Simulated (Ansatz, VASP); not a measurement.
One calculation of P, two programs

```
P
1.0
    -3.93905    3.93905    3.21916
     3.93905   -3.93905    3.21916
     3.93905    3.93905   -3.21916
P
8
Cartesian
  3.4699 2.4427 -0.2142
  0.4692 1.4964 3.0050
  5.4354 0.4692 1.3954
  2.4427 -0.4692 1.3954
  4.4082 -1.4964 1.8238
  3.4699 1.4964 1.8238
  2.4427 4.4082 0.2142
  1.4964 -0.4692 3.4334
```

Alike in both runs: task single point; functional PBE; k mesh 6 × 6 × 6; occupations gaussian, width 0.02 eV; no spin polarisation.

```csv
,VASP,Ansatz
version,VASP 6.6.1,Ansatz 0.2.0
potentials or method,"VASP PAW PBE potentials, release 64 (P), cutoff 520 eV","scalar-relativistic, plane waves, PAW"
valence electrons in the cell,40,40
```

Ansatz gave:

- gap on the k mesh at the Fermi level (eV): 1.60
- least direct gap on the mesh (eV): 1.68
- pressure (GPa): 0.0
- rms of the force components (eV/Å): 0.002

Question: What did VASP give for the same quantities?

Answer: gap on the k mesh at the Fermi level (eV): 1.63; least direct gap on the mesh (eV): 1.71; pressure (GPa): -0.3; rms of the force components (eV/Å): 0.037.

Atom by atom the forces differ by 0.038 eV/Å (rms over components). The functional is the same, so the differences come from potentials, cutoffs and numerics.
